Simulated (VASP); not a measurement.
Write the native input for VASP 6.6.1 that does the following.

```
Task                   : single point
Functional             : PBE
Potentials or basis    : VASP PAW PBE potentials, release 64 (Ir, Rh_pv)
Cutoff                 : 520 eV
k mesh                 : 18 × 18 × 8
Occupations            : gaussian, width 0.1 eV
Spin                   : no spin polarisation
Dipole correction      : no
Further INCAR settings : ALGO = Fast; EDIFF = 1e-06; NBANDS = 26
```

The structure of IrRh2 lies in POSCAR:

```
IrRh2
1.0
    2.7172591596      0.0000000000      0.0000000000
   -1.3586295798      2.3532154609      0.0000000000
    0.0000000000      0.0000000000      6.6579414609
Ir Rh
1 2
Direct
    0.0000000000      0.0000000000      0.5000000000
    0.6666666667      0.3333333333      0.8323306966
    0.3333333333      0.6666666667      0.1676693034
```

The input as run:

INCAR

```
SYSTEM = IrRh2
ALGO = Fast ; EDIFF = 1E-6
ENCUT = 520 ; GGA = PE
ISIF = 2 ; ISMEAR = 0
LASPH = .True. ; LCHARG = .True.
LELF = .True. ; LREAL = .False.
LVHAR = .True. ; LWAVE = .False.
NBANDS = 26 ; NELM = 100
PREC = Accurate ; SIGMA = 0.1
```

KPOINTS

```
k-points
0
Gamma
  18 18 8
  0 0 0
```

Potentials or basis: VASP PAW PBE potentials, release 64 (Ir, Rh_pv).

The run is started by

```bash
$ cat potpaw_PBE.64/Ir/POTCAR potpaw_PBE.64/Rh_pv/POTCAR > POTCAR
$ mpirun -np 1 vasp_std > vasp.out
```

Results of the run:

```yaml
Pressure: 0.2 GPa
Largest_force: 0.028 eV/Å
```

Run time: 5.1 min on 1 thread of Intel(R) Xeon(R) Platinum 8259CL CPU @ 2.50GHz (Skylake/Cascade Lake) (shared host), peak memory 0.36 GiB.
